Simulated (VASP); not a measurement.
**FePt5: single point with PBE**

FePt5:

```
Fe Pt
1.0
     2.75158    0.00000    0.00000
    -1.37579    2.38294    0.00000
     0.00000    0.00000   13.88177
Fe Pt
1 5
Direct
  0.33333 0.66667 0.50000
  0.66667 0.33333 0.00000
  0.66667 0.33333 0.34755
  0.66667 0.33333 0.65245
  0.33333 0.66667 0.82847
  0.33333 0.66667 0.17153
```

| Quantity | Value |
| --- | --- |
| Program | VASP 6.6.1 |
| Task | single point |
| Functional | PBE |
| Potentials or basis | VASP PAW PBE potentials, release 64 (Fe, Pt) |
| Cutoff | 520 eV |
| k mesh | 6 × 6 × 2 |
| Occupations | gaussian, width 0.1 eV |
| Spin | collinear spin, ferromagnetic start |
| Starting moments | [4.0, 0.0, 0.0, 0.0, 0.0, 0.0] μB |

| Quantity | Value |
| --- | --- |
| Pressure | -0.5 GPa |
| Largest force | 0.007 eV/Å |
| Net moment | 3.14 μB per cell |
| Site moments | Fe +2.95; Pt -0.07, +0.19 μB |
| Valence electrons inside the program's atomic spheres | Fe 6.97; Pt 9.21, 9.30, 9.22 |

Forces in eV/Å, atoms in the order of the input:
```
Fe   0.000  0.000  0.000
Pt   0.000  0.000  0.000
Pt   0.000  0.000  0.006
Pt   0.000  0.000 -0.006
Pt   0.000  0.000  0.007
Pt   0.000  0.000 -0.007
```

Levels at points of the mesh, in eV from the Fermi level:
Spin up:
| k point | band 31 | band 32 | band 33 | band 34 | band 35 | band 36 |
| --- | --- | --- | --- | --- | --- | --- |
| (0.00, 0.00, 0.00) | -0.77 | -0.43 | -0.43 | -0.43 | -0.16 | -0.16 |
| (0.50, 0.00, 0.00) | 0.70 | 0.84 | 1.95 | 2.78 | 2.82 | 3.72 |
| (0.00, 0.00, 0.50) | -0.85 | -0.85 | -0.45 | -0.45 | -0.15 | -0.15 |
| (0.50, 0.00, 0.50) | 1.09 | 1.60 | 1.79 | 1.96 | 3.25 | 3.67 |
Spin down:
| k point | band 27 | band 28 | band 29 | band 30 | band 31 | band 32 | band 33 | band 34 |
| --- | --- | --- | --- | --- | --- | --- | --- | --- |
| (0.00, 0.00, 0.00) | -0.64 | -0.59 | -0.59 | -0.39 | -0.21 | -0.21 | 0.53 | 0.53 |
| (0.50, 0.00, 0.00) | 0.67 | 0.80 | 0.86 | 1.16 | 1.41 | 1.82 | 2.48 | 2.95 |
| (0.00, 0.00, 0.50) | -1.15 | -0.50 | -0.50 | -0.50 | -0.25 | -0.25 | 0.53 | 0.53 |
| (0.50, 0.00, 0.50) | 0.64 | 0.67 | 1.39 | 1.82 | 1.85 | 1.89 | 2.03 | 2.24 |

It took 5.4 min on 1 thread of Oxide Virtual Turin-like Processor, with other jobs on the host, peak memory 0.24 GiB.

Caveat: the k points lie up to 0.44 Å⁻¹ apart; spin-orbit coupling is left out, which moves the levels of the heavy elements.
